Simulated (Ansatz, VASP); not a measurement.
## Two plane-wave programs on As

The input INCAR:

```
PREC     = Accurate       # precision mode
ENCUT    = 600            # plane-wave cutoff, eV
EDIFF    = 1E-6           # SCF threshold, eV
ISMEAR   = -1             # smearing method
SIGMA    = 0.1            # smearing width, eV
LREAL    = F              # projectors in reciprocal space
LASPH    = T              # aspherical terms in the spheres
NELM     = 120            # most SCF steps
ALGO     = Normal         # electronic algorithm
ISIF     = 2              # what is computed and relaxed
LWAVE    = F              # write WAVECAR
LCHARG   = F              # write CHGCAR
GGA      = PE             # functional
NBANDS   = 30             # bands
GGA_COMPAT= F
```

File KPOINTS:

```
Automatic mesh
0
Gamma
  8 8 10
```

Contents of POSCAR:

```
As
1.0
    3.8527617906      0.0000000000      0.0000000000
   -1.9263808953      3.3365895854      0.0000000000
    0.0000000000      0.0000000000      2.2502730614
As
3
Direct
    0.0000000000      0.0000000000      0.0000000000
    0.3333333333      0.6666666667      0.5000000000
    0.6666666667      0.3333333333      0.5000000000
```

Input for Ansatz:

```yaml
crystal:
  lattice:
    - [3.8527617906, 0.0, 0.0]
    - [-1.9263808953, 3.3365895854, 0.0]
    - [0.0, 0.0, 2.2502730614]
  atoms:
    - { symbol: As, position: [0.0, 0.0, 0.0] }
    - { symbol: As, position: [0.3333333333, 0.6666666667, 0.5] }
    - { symbol: As, position: [0.6666666667, 0.3333333333, 0.5] }
kpoints:
  mp_grid: { grid: [8, 8, 10] }
  band_path:
    path:
      - [0.0, 0.0, 0.0]
      - [0.5, 0.0, 0.0]
      - [0.3333333333, 0.3333333333, 0.0]
      - [0.0, 0.0, 0.0]
      - [0.0, 0.0, 0.5]
      - [0.5, 0.0, 0.5]
      - [0.3333333333, 0.3333333333, 0.5]
      - [0.0, 0.0, 0.5]
      - [0.5, 0.0, 0.5]
    npoints: 8
scf:
  occupations: { method: fermi_dirac, width: 0.1 }
hamiltonian:
  xc: pbe
  pseudopotentials: { kind: paw }
output:
  forces: true
  stress: true
  eigenvalues: true
  populations: true
  dos: { projected: true, de: 0.2, e_range: [-14, 8] }
```

Change from the starting cell: volume scaled by 0.5, PAW files.

Alike in both runs: task single point; functional PBE; k mesh 8 × 8 × 10; occupations fermi-dirac, width 0.1 eV; no spin polarisation.

|  | VASP | Ansatz |
| --- | --- | --- |
| version | VASP 6.6.1 | Ansatz 0.2.0 |
| potentials or method | VASP PAW PBE potentials, release 64 (As_d) | PAW with Ansatz's default frozen-core files, scalar-relativistic |
| plane-wave cutoff (eV) | 600 | 420 |
| valence electrons in the cell | 45 | 45 |

```tsv
	VASP	Ansatz	Ansatz less VASP
pressure (GPa)	247.9	246.2	-1.71
traceless stress, the component that is largest in VASP (GPa)	-0.48	-0.23	+0.247
```

Both programs put the cell under a high pressure, so it lies far from rest at this level.

Noted on VASP's run: the cell as given lies far from equilibrium.
